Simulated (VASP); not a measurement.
Runs of VASP 6.6.1 on BeZn3Te4. The structure is that of space group I-42m (No. 121), or close to it. The cells are those of the table. 

```csv
task,cell,k mesh,cutoff (eV),smearing,gap on the mesh (eV),pressure (GPa),largest force (eV/Å)
single point,"a = 6.047, b = 6.053, c = 7.396 Å, angles 114.1, 114.2, 90.0°, 8 atoms",4 × 4 × 4,520,gaussian 0.1 eV,1.61,0.1,0.02
relaxation of cell and atoms,"relaxed from a = 7.287 Å, angles 131.8, 131.8, 70.5°, 8 atoms",4 × 4 × 4,600,gaussian 0.2 eV,(a),-0.1,0.03
relaxation of shape and atoms at fixed volume,"relaxed from a = 7.474 Å, angles 131.7, 131.7, 70.6°, 8 atoms",6 × 6 × 6,600,gaussian 0.02 eV,1.46,-1.2,0.01
single point,"a = 7.400 Å, angles 131.7, 131.7, 70.6°, 8 atoms",6 × 6 × 6,520,gaussian 0.01 eV,1.61,0.1,-
single point,"a = 7.400 Å, angles 131.7, 131.7, 70.6°, 8 atoms",6 × 6 × 6,520,gaussian 0.02 eV,1.61,0.1,-
```

Alike in all rows: level PBE; potentials or basis VASP PAW PBE potentials, release 64 (Be, Zn, Te); no spin polarisation.

**Question.** Fill in the values left out.

**Answer.** (a) 1.59.

Caveats: spin-orbit coupling is left out, which moves the levels of the heavy elements; the relaxation stopped at a loose force limit of 0.08 eV/Å, so its end isn't a converged minimum (some runs); the relaxation stopped at its first step, so nothing moved (some runs).

A k mesh can miss the band edges, and the runs leave out spin-orbit coupling on Te.
